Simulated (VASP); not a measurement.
Wanted: the native input for a VASP 6.6.1 run.

- Task: single point
- Functional: PBE
- Potentials or basis: VASP PAW PBE potentials, release 64 (Te, Ru_pv, C)
- Cutoff: 520 eV
- k mesh: 4 × 4 × 4
- Occupations: gaussian, width 0.1 eV
- Spin: no spin polarisation
- Dipole correction: no
- Further INCAR settings: ALGO = Normal; EDIFF = 1e-07; NBANDS = 34

The structure of TeRu3C lies in POSCAR:

```
TeRu3C
1.0
    4.1536276200      0.0000000000      0.0000000000
    0.0000000000      4.1536276200      0.0000000000
    0.0000000000      0.0000000000      4.1536276200
Te Ru C
1 3 1
Direct
    0.5000000000      0.5000000000      0.5000000000
    0.5000000000      0.0000000000      0.0000000000
    0.0000000000      0.5000000000      0.0000000000
    0.0000000000      0.0000000000      0.5000000000
    0.0000000000      0.0000000000      0.0000000000
```

The input as run:

INCAR

```
SYSTEM = TeRu3C
ALGO = Normal
EDIFF = 1E-7
ENCUT = 520
GGA = PE
ISIF = 2
ISMEAR = 0
LASPH = .True.
LCHARG = .False.
LREAL = .False.
LWAVE = .False.
NBANDS = 34
NELM = 100
PREC = Accurate
SIGMA = 0.1
```

KPOINTS

```
k-points
0
Gamma
  4 4 4
  0 0 0
```

Potentials or basis: VASP PAW PBE potentials, release 64 (Te, Ru_pv, C).

The run is started by

```bash
$ cat potpaw_PBE.64/Te/POTCAR potpaw_PBE.64/Ru_pv/POTCAR potpaw_PBE.64/C/POTCAR > POTCAR
$ mpirun -np 1 vasp_std > vasp.out
```

Results of the run:

```json
{
 "Pressure": "-2.0 GPa",
 "Band gap on the k mesh": "zero (band 26 reaches 11.90 eV, above the bottom of band 27 at 10.79 eV)"
}
```

Caveat: the k points lie up to 0.38 Å⁻¹ apart; spin-orbit coupling is left out, which moves the levels of the heavy elements.

Run time: 15 s on 1 thread of Intel(R) Xeon(R) Platinum 8488C (Sapphire Rapids), with other jobs on the host, peak memory 0.18 GiB.
